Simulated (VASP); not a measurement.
LaZn, 2 atoms in the cell. Symmetry: Pm-3m, No. 221, cubic system. Conventional cell: a = 3.696 Å, b = 3.696 Å, c = 3.696 Å, α = 90.00°, β = 90.00°, γ = 90.00°. Within 4.2 Å of La (site symmetry m-3m) lie 8 Zn at 3.20 Å and 6 La at 3.70 Å. Zn (site symmetry m-3m) has 8 La at 3.20 Å and 6 Zn at 3.70 Å within 4.2 Å. 

* Program: VASP 6.6.1
* Task: single point
* Functional: PBEsol
* Potentials or basis: VASP PAW PBE potentials, release 64 (La, Zn)
* Cutoff: 520 eV
* k mesh: 8 × 8 × 8
* Occupations: fermi-dirac, width 0.1 eV
* Spin: no spin polarisation
* Dipole correction: no
* Further INCAR settings: ALGO = Normal; EDIFF = 1e-06; NBANDS = 18

Potentials or basis: VASP PAW PBE potentials, release 64 (La, Zn).

Run with:

```bash
$ cat potpaw_PBE.64/La/POTCAR potpaw_PBE.64/Zn/POTCAR > POTCAR
$ mpirun -np 1 vasp_std > vasp.out
```

Hardware: 1 thread of Intel(R) Xeon(R) Platinum 8488C (Sapphire Rapids), with other jobs on the host.

Estimate the wall time of this run.

Run time: 22 s on 1 thread of Intel(R) Xeon(R) Platinum 8488C (Sapphire Rapids) (shared host), peak memory 0.19 GiB. Counts: scf iterations 14, k points 35.
